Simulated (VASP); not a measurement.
Input of a VASP 6.6.1 run:

Contents of INCAR:

```
SYSTEM = Cd
  PREC = Accurate
  ENCUT = 520
  EDIFF = 1E-8
  ISMEAR = -1
  SIGMA = 0.05
  LREAL = .False.
  LASPH = .True.
  NELM = 60
  ALGO = Normal
  ISIF = 2
  LWAVE = .False.
  LCHARG = .False.
  GGA = PS
  LEFG = .True.
  NBANDS = 19
```

KPOINTS

```
regular mesh
0
Gamma
  14 14 7
  0 0 0
```

File POSCAR:

```
Cd
1.0
    2.9788725081      0.0000000000      0.0000000000
   -1.4894362540      2.5797792666      0.0000000000
    0.0000000000      0.0000000000      5.6176500000
Cd
2
Direct
    0.3333333333      0.6666666667      0.2500000000
    0.6666666667      0.3333333333      0.7500000000
```

Potentials or basis: VASP PAW PBE potentials, release 64 (Cd).

Run with:

```bash
$ cat potpaw_PBE.64/Cd/POTCAR > POTCAR
$ mpirun -np 1 vasp_std > vasp.out
```

Predict the pressure.

-1.1 GPa.

Estimate the band gap on the k mesh.

zero (band 12 reaches 4.08 eV, above the bottom of band 13 at -0.25 eV).

Stress tensor (GPa, compression positive):
```
-0.94  0.00  0.00
 0.00 -0.94  0.00
 0.00  0.00 -1.43
```

Caveat: without QUAD_EFG the Cq values of the log hold for a quadrupole moment of 1 mb, not for the nuclei; the PAW data sets were made with another functional, which shifts forces and pressure a little.
